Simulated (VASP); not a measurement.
# Ti12B in VASP: single point with PBE

Aim: the single point of Ti12B with PBE.

All numbers are computed with VASP 6.6.1; they aren't measurements. Logs are shortened: lines on timing, memory, paths and dates and some standing lists are left out, and cuts for length are marked.

**1. The cell of the first run**

The cell holds a slab with vacuum, 13 atoms: a = 5.815 Å, b = 5.815 Å, c = 19.994 Å, α = 90.00°, β = 90.00°, γ = 120.00°.

**2. Single point, PBE**

Contents of INCAR:

```
PREC     = Accurate       # precision mode
ENCUT    = 520            # plane-wave cutoff, eV
EDIFF    = 1E-7           # SCF threshold, eV
ISMEAR   = 0              # smearing method
SIGMA    = 0.1            # smearing width, eV
LREAL    = F              # projectors in reciprocal space
LASPH    = T              # aspherical terms in the spheres
NELM     = 60             # most SCF steps
ALGO     = Normal         # electronic algorithm
ISIF     = 2              # what is computed and relaxed
LWAVE    = F              # write WAVECAR
LCHARG   = F              # write CHGCAR
LDIPOL   = T            
IDIPOL   = 3            
DIPOL    = 0.5 0.5 0.328
GGA      = PE             # functional
NBANDS   = 86             # bands
```

Contents of KPOINTS:

```
Automatic mesh
0
Gamma
  6 6 1
```

Contents of POSCAR:

```
Ti12B
1.0
    5.8150893888      0.0000000000      0.0000000000
   -2.9075446944      5.0360151360      0.0000000000
    0.0000000000      0.0000000000     19.9935258287
Ti B
12 1
Direct
    0.3333333333      0.1666666667      0.2000647627
    0.3333333333      0.6666666667      0.2000647627
    0.8333333334      0.1666666667      0.2000647627
    0.8333333333      0.6666666667      0.2000647627
    0.1666666667      0.3333333333      0.3124429309
    0.1666666667      0.8333333333      0.3124429309
    0.6666666666      0.3333333333      0.3124429309
    0.6666666667      0.8333333333      0.3124429309
    0.0000000000      0.0000000000      0.4248138073
    0.0000000000      0.5000000000      0.4248138073
    0.5000000000      0.0000000000      0.4248138073
    0.5000000000      0.5000000000      0.4248138073
    0.0833333334      0.1666666667      0.5118340953
```

Potentials or basis: VASP PAW PBE potentials, release 64 (Ti_sv, B).

Command:

```sh
$ cat potpaw_PBE.64/Ti_sv/POTCAR potpaw_PBE.64/B/POTCAR > POTCAR
$ mpirun -np 1 vasp_std > vasp.out
```

OUTCAR:

```text
PREC = Accurate
   ENCUT = 520
   EDIFF = 1E-7
   ISMEAR = 0
   LREAL = F
   LASPH = T
   NELM = 60
   ISIF = 2
   GGA = PE

 ion  position               nearest neighbor table
   1  0.333  0.167  0.200-   5 2.80   7 2.80   6 2.80   3 2.91   4 2.91   2 2.91   2 2.91   4 2.91
                             3 2.91
   2  0.333  0.667  0.200-   6 2.80   8 2.80   5 2.80   3 2.91   4 2.91   4 2.91   1 2.91   1 2.91
                             3 2.91
   3  0.833  0.167  0.200-   5 2.80   7 2.80   8 2.80   1 2.91   2 2.91   4 2.91   4 2.91   2 2.91
                             1 2.91
   4  0.833  0.667  0.200-   8 2.80   6 2.80   7 2.80   3 2.91   2 2.91   2 2.91   1 2.91   1 2.91
                             3 2.91
   5  0.167  0.333  0.312-  12 2.80   9 2.80  10 2.80   1 2.80   3 2.80   2 2.80   7 2.91   8 2.91
                             6 2.91   6 2.91   8 2.91   7 2.91
   6  0.167  0.833  0.312-  11 2.80  10 2.80   9 2.80   2 2.80   4 2.80   1 2.80   7 2.91   8 2.91
                             8 2.91   5 2.91   5 2.91   7 2.91
   7  0.667  0.333  0.312-  12 2.80  11 2.80  10 2.80   1 2.80   3 2.80   4 2.80   5 2.91   8 2.91
                             6 2.91   6 2.91   8 2.91   5 2.91
   8  0.667  0.833  0.312-   9 2.80  12 2.80  11 2.80   4 2.80   2 2.80   3 2.80   7 2.91   6 2.91
                             6 2.91   5 2.91   5 2.91   7 2.91
   9  0.000  0.000  0.425-  13 1.93   8 2.80   5 2.80   6 2.80  11 2.91  11 2.91  10 2.91  10 2.91
                            12 2.91  12 2.91
  10  0.000  0.500  0.425-   6 2.80   7 2.80   5 2.80  12 2.91  12 2.91   9 2.91   9 2.91  11 2.91
                            11 2.91
  11  0.500  0.000  0.425-   6 2.80   7 2.80   8 2.80   9 2.91   9 2.91  12 2.91  12 2.91  10 2.91
                            10 2.91
  12  0.500  0.500  0.425-   5 2.80   7 2.80   8 2.80  10 2.91  10 2.91  11 2.91  11 2.91   9 2.91
                             9 2.91
  13  0.083  0.167  0.512-   9 1.93

  LATTYP: Found a hexagonal cell.
 ALAT       =     5.8150893888
 C/A-ratio  =     3.4382147018

  Lattice vectors:

 A1 = (   5.8150893888,   0.0000000000,   0.0000000000)
 A2 = (  -2.9075446944,   5.0360151360,   0.0000000000)
 A3 = (   0.0000000000,   0.0000000000,  19.9935258287)

Analysis of symmetry for initial positions (statically):
=====================================================================
 Subroutine PRICEL returns:
 Original cell was already a primitive cell.

 Routine SETGRP: Setting up the symmetry group for a
 hexagonal supercell.

 Subroutine GETGRP returns: Found  2 space group operations
 (whereof  2 operations were pure point group operations)
 out of a pool of 24 trial point group operations.

The static configuration has the point symmetry C_1h.

Analysis of symmetry for dynamics (positions and initial velocities):
=====================================================================
 Subroutine PRICEL returns:
 Original cell was already a primitive cell.

 Routine SETGRP: Setting up the symmetry group for a
 hexagonal supercell.

 Subroutine GETGRP returns: Found  2 space group operations
 (whereof  2 operations were pure point group operations)
 out of a pool of 24 trial point group operations.

The dynamic configuration has the point symmetry C_1h.

 Subroutine INISYM returns: Found  2 space group operations
 (whereof  2 operations are pure point group operations),
 and found     1 'primitive' translations

----------------------------------------------------------------------------------------

                                     Primitive cell

  volume of cell :     585.5080

  direct lattice vectors                    reciprocal lattice vectors
     5.815089389  0.000000000  0.000000000     0.171966402  0.099284849  0.000000000
    -2.907544694  5.036015136  0.000000000     0.000000000  0.198569697  0.000000000
     0.000000000  0.000000000 19.993525829     0.000000000  0.000000000  0.050016191

  length of vectors
     5.815089389  5.815089389 19.993525829     0.198569697  0.198569697  0.050016191

  position of ions in fractional coordinates (direct lattice)
     0.333333333  0.166666667  0.200064763
     0.333333333  0.666666667  0.200064763
     0.833333333  0.166666667  0.200064763
[... 50 lines left out ...]

 Found     13 irreducible k-points:

 Following reciprocal coordinates:
            Coordinates               Weight
  0.000000  0.000000  0.000000      1.000000
  0.166667  0.000000  0.000000      4.000000
  0.000000  0.166667  0.000000      2.000000
  0.333333  0.000000  0.000000      4.000000
  0.000000  0.333333  0.000000      2.000000
  0.500000  0.000000  0.000000      2.000000
  0.000000  0.500000  0.000000      1.000000
  0.166667  0.166667  0.000000      4.000000
 -0.333333  0.166667  0.000000      2.000000
  0.333333  0.166667  0.000000      4.000000
 -0.166667  0.500000  0.000000      4.000000
  0.500000  0.333333  0.000000      4.000000
  0.333333  0.333333  0.000000      2.000000
   k-points           NKPTS =     13   k-points in BZ     NKDIM =     13   number of bands    NBANDS=     86
   number of dos      NEDOS =    301   number of ions     NIONS =     13
   total plane-waves  NPLWV = 345600
   dimension x,y,z NGX =    48 NGY =   48 NGZ =  150
   dimension x,y,z NGXF=    96 NGYF=   96 NGZF=  300
   ions per type =              12   1
   NGX,Y,Z   is equivalent  to a cutoff of  13.72, 13.72, 12.47 a.u.
   NGXF,Y,Z  is equivalent  to a cutoff of  27.45, 27.45, 24.94 a.u.
 SYSTEM =  unknown system
   PREC   = accura    normal or accurate (medium, high low for compatibility)
   ISTART =      0    job   : 0-new  1-cont  2-samecut
   ICHARG =      2    charge: 1-file 2-atom 10-const
   ISPIN  =      1    spin polarized calculation?
   LNONCOLLINEAR =      F non collinear calculations
   LSORBIT =      F    spin-orbit coupling
   LASPH  =      T    aspherical Exc in radial PAW
   ENCUT  =  520.0 eV  38.22 Ry    6.18 a.u.  10.81 10.81 37.17*2*pi/ulx,y,z
   NELM   =     60;   NELMIN=  2; NELMDL= -5     # of ELM steps
   EDIFF  = 0.1E-06   stopping-criterion for ELM
   LREAL  =      F    real-space projection
   EDIFFG = 0.1E-05   stopping-criterion for IOM
   NSW    =      0    number of steps for IOM
   IBRION =     -1    ionic relax: 0-MD 1-quasi-New 2-CG
   NFREE  =      0    steps in history (QN), initial steepest desc. (CG)
   ISIF   =      2    stress and relaxation
   ISYM   =      2    0-nonsym 1-usesym 2-fastsym
   POTIM  = 0.5000    time-step for ionic-motion
   TEBEG  =    0.0;   TEEND  =   0.0 temperature during run
   PSTRESS=    0.0 pullay stress
   NELECT =     147.0000    total number of electrons
   NUPDOWN=      -1.0000    fix difference up-down
   EMIN   =  10.00;   EMAX   =-10.00  energy-range for DOS
   EFERMI =   0.00;   METHOD = LEGACY
   ISMEAR =     0;   SIGMA  =   0.10  broadening in eV -4-tet -1-fermi 0-gaus
   EFERMI_NEDOS =   21; number of points for ismear=-14 and -15
   IALGO  =     38    algorithm
   IMIX   =      4    mixing-type and parameters
     AMIX     =   0.40;   BMIX     =  1.00
     AMIX_MAG =   1.60;   BMIX_MAG =  1.00
  volume/ion in A,a.u.               =      45.04       303.94
  Fermi-wavevector in a.u.,A,eV,Ry     =   1.032769  1.951650 14.512122  1.066611
  Thomas-Fermi vector in A             =   2.166982
   LORBIT       =      0    0 simple, 1 ext, 2 COOP (PROOUT), +10 PAW based schemes
   GGA     = PE    functional components
   LHFCALC =     F    Hartree Fock is set to
   AEXX    =    0.0000 exact exchange contribution
   IVDW    =     0    specifies the selected vdW correction
   LEPSILON=     F    determine dielectric tensor
   LRPA    =     F    only Hartree local field effects (RPA)
 non-spin polarized calculation
 Gauss-broadening in eV      SIGMA  =   0.10
  energy-cutoff  :      520.00
  volume of cell :      585.51
 maximum number of plane-waves:     15843
 NGX is ok and might be reduce to    48
   NGX = 21   NGY = 21   NGZ = 75

 dipolmoment           0.000000      0.000000     -0.064745 electrons x Angstroem

 number of electron     146.9999974 magnetization

 dipolmoment           0.000000      0.000000      0.067067 electrons x Angstroem

 Free energy of the ion-electron system (eV)
  ---------------------------------------------------
  ext. energy  EPLUGINS =         0.00000000
  ---------------------------------------------------
  free energy    TOTEN  =       -91.07528519 eV

  energy without entropy =      -90.93192473  energy(sigma->0) =      -91.00360496

 E-fermi :   0.1408     XC(G=0):  -5.2275

 val. band max:        0.1407529760   @ k =   0.1667   0.0000   0.0000
 cond. band min:       0.1433480012   @ k =   0.3333   0.1667   0.0000
 fundamental gap:      0.0025950253
 Fermi energy:         0.1407594634

 k-point     1 :       0.0000    0.0000    0.0000
  band No.  band energies     occupation
      1     -56.7727      2.00000
      2     -56.6914      2.00000
      3     -56.6830      2.00000
      4     -56.6595      2.00000
      5     -56.6025      2.00000
      6     -56.5976      2.00000
[... 1133 lines left out ...]
     84       0.7512      0.00000
     85       1.1575      0.00000
 [bands above 85 left out]

------------------------ aborting loop because EDIFF is reached ----------------------------------------

 vacuum level on the upper side and lower side of the slab       (xc-potential included)         0.088        -0.324

  FORCE on cell =-STRESS in cart. coord.  units (eV):
  Direction    XX          YY          ZZ          XY          YZ          ZX
  --------------------------------------------------------------------------------------
  -------------------------------------------------------------------------------------
  Total       -2.6262344     -1.9384437      1.1643103      0.0000000      2.4186904      0.0000000
  in kB       -7.1863978     -5.3043353      3.1860054      0.0000000      6.6184767      0.0000000
  external PRESSURE =      -3.1015759 kB  Pullay stress =       0.0000000 kB

 VOLUME and BASIS-vectors are now :
 -----------------------------------------------------------------------------
  energy-cutoff  :      520.00
  volume of cell :      585.51
      direct lattice vectors                 reciprocal lattice vectors
     5.815089389  0.000000000  0.000000000     0.171966402  0.099284849  0.000000000
    -2.907544694  5.036015136  0.000000000     0.000000000  0.198569697  0.000000000
     0.000000000  0.000000000 19.993525829     0.000000000  0.000000000  0.050016191

 POSITION                                       TOTAL-FORCE (eV/Angst)
 -----------------------------------------------------------------------------------
      1.45377      0.83934      4.00000        -0.011031     -0.024720      0.060470
     -0.00000      3.35734      4.00000         0.000000     -0.033985      0.097673
      4.36132      0.83934      4.00000         0.011031     -0.024720      0.060470
      2.90754      3.35734      4.00000         0.000000     -0.008753      0.077016
      0.00000      1.67867      6.24684         0.000000      0.301700     -0.517961
     -1.45377      4.19668      6.24684         0.129902     -0.051178     -0.209875
      2.90754      1.67867      6.24684         0.000000     -0.056246     -0.178649
      1.45377      4.19668      6.24684        -0.129902     -0.051178     -0.209875
      0.00000      0.00000      8.49353         0.000000     -0.665935     -1.725066
     -1.45377      2.51801      8.49353         0.708094     -0.504546      0.855548
      2.90754      0.00000      8.49353         0.000000      0.287447      0.799280
      1.45377      2.51801      8.49353        -0.708094     -0.504546      0.855548
      0.00000      0.83934     10.23337         0.000000      1.336660      0.035420
 -----------------------------------------------------------------------------------
    total drift:                               -0.000000      0.000005      0.000590

  FREE ENERGIE OF THE ION-ELECTRON SYSTEM (eV)
  ---------------------------------------------------
  free  energy   TOTEN  =       -91.0752851869 eV

  energy  without entropy=      -90.9319247274  energy(sigma->0) =      -91.00360496

 vacuum level on the upper side and lower side of the slab         5.021         4.591
```

Run time: 56 min. Hardware: 1 thread of Intel Xeon Platinum 8259CL at 2.50GHz (Skylake/Cascade Lake), shared host; peak memory 0.96 GiB.

What came out:

| Property | Result |
| --- | --- |
| Free energy | -91.0753 eV |
| Largest force | 1.849 eV/Å |

Forces in eV/Å, atoms in the order of the input:
```
Ti  -0.011 -0.025  0.060
Ti   0.000 -0.034  0.098
Ti   0.011 -0.025  0.060
Ti   0.000 -0.009  0.077
Ti   0.000  0.302 -0.518
Ti   0.130 -0.051 -0.210
Ti   0.000 -0.056 -0.179
Ti  -0.130 -0.051 -0.210
Ti   0.000 -0.666 -1.725
Ti   0.708 -0.505  0.856
Ti   0.000  0.287  0.799
Ti  -0.708 -0.505  0.856
B    0.000  1.337  0.035
```

Levels at points of the mesh, in eV from the Fermi level:
| k point | band 70 | band 71 | band 72 | band 73 | band 74 | band 75 | band 76 | band 77 | band 78 | band 79 |
| --- | --- | --- | --- | --- | --- | --- | --- | --- | --- | --- |
| (0.00, 0.00, 0.00) | -0.06 | 0.02 | 0.42 | 0.48 | 0.49 | 0.56 | 0.72 | 0.73 | 0.79 | 0.81 |
| (0.50, 0.00, 0.00) | -0.42 | -0.39 | -0.35 | -0.29 | -0.18 | -0.04 | -0.02 | 0.01 | 0.06 | 0.26 |
| (0.00, 0.50, 0.00) | -0.39 | -0.38 | -0.33 | -0.25 | -0.11 | -0.05 | -0.04 | -0.02 | 0.09 | 0.22 |
